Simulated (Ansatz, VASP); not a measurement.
# ZrH4 in VASP and in Ansatz

INCAR

```
PREC     = Accurate       # precision mode
ENCUT    = 600            # plane-wave cutoff, eV
EDIFF    = 1E-7           # SCF threshold, eV
ISMEAR   = 0              # smearing method
SIGMA    = 0.1            # smearing width, eV
LREAL    = False          # projectors in reciprocal space
LASPH    = True           # aspherical terms in the spheres
NELM     = 80             # most SCF steps
ALGO     = Normal         # electronic algorithm
ISIF     = 3              # what is computed and relaxed
LWAVE    = False          # write WAVECAR
LCHARG   = False          # write CHGCAR
GGA      = PE             # functional
IBRION   = 2              # ionic algorithm
NSW      = 90             # ionic steps
EDIFFG   = -0.04          # ionic threshold
```

Contents of KPOINTS:

```
Automatic mesh
0
Gamma
  4 4 6
```

The input POSCAR:

```
ZrH4
1.0
    3.5875699800     -3.5875699800      0.0000000000
    3.5875699800      3.5875699800      0.0000000000
    0.0000000000      0.0000000000      3.2978335800
Zr H
1 4
Direct
    0.0000000000      0.0000000000      0.0000000000
    0.6950000000      0.3050000000      0.0000000000
    0.3050000000      0.6950000000      0.0000000000
    0.8050000000      0.8050000000      0.5000000000
    0.1950000000      0.1950000000      0.5000000000
```

Input for Ansatz:

```yaml
crystal:
  lattice:
    - [3.58756998, -3.58756998, 0.0]
    - [3.58756998, 3.58756998, 0.0]
    - [0.0, 0.0, 3.29783358]
  atoms:
    - { symbol: Zr, position: [0.0, 0.0, 0.0] }
    - { symbol: H, position: [0.695, 0.305, 0.0] }
    - { symbol: H, position: [0.305, 0.695, 0.0] }
    - { symbol: H, position: [0.805, 0.805, 0.5] }
    - { symbol: H, position: [0.195, 0.195, 0.5] }
basis:
  ecutwfc: 420
kpoints:
  mp_grid: { grid: [4, 4, 6] }
hamiltonian:
  xc: pbe
scf:
  occupations: { method: gaussian, width: 0.1 }
  lower_state_search: "off"
output:
  forces: true
  stress: true
  eigenvalues: true
relax:
  adjacent_minimum: "off"
  f_tol: 0.04
  max_steps: 70
  cell: { stress_tol: 0.4 }
```

Change from the starting cell: ordered vacancies on the cation sites of rutile (Cmmm, No. 65).

Alike in both runs: task relaxation of cell and atoms; functional PBE; k mesh 4 × 4 × 6; occupations gaussian, width 0.1 eV; no spin polarisation.

|  | VASP | Ansatz |
| --- | --- | --- |
| version | VASP 6.6.1 | Ansatz 0.2.0 |
| potentials or method | VASP PAW PBE potentials, release 64 (Zr_sv, H), cutoff 600 eV | scalar-relativistic, plane waves, PAW |
| valence electrons in the cell | 16 | 16 |

```tsv
	VASP	Ansatz	Ansatz less VASP
gap on the k mesh at the Fermi level, each at its own relaxed structure (eV)	none	none	-
relaxed volume (Å³/atom)	7.99	8.00	+0.018
relaxed cell length with the largest relative difference (Å)	3.549	3.550	+0.0012
```

A gap of «none» marks a metal or a gap that the smearing closes.

Noted on VASP's run: the volume moved by over 15 % at a fixed basis, so the end points are rough.
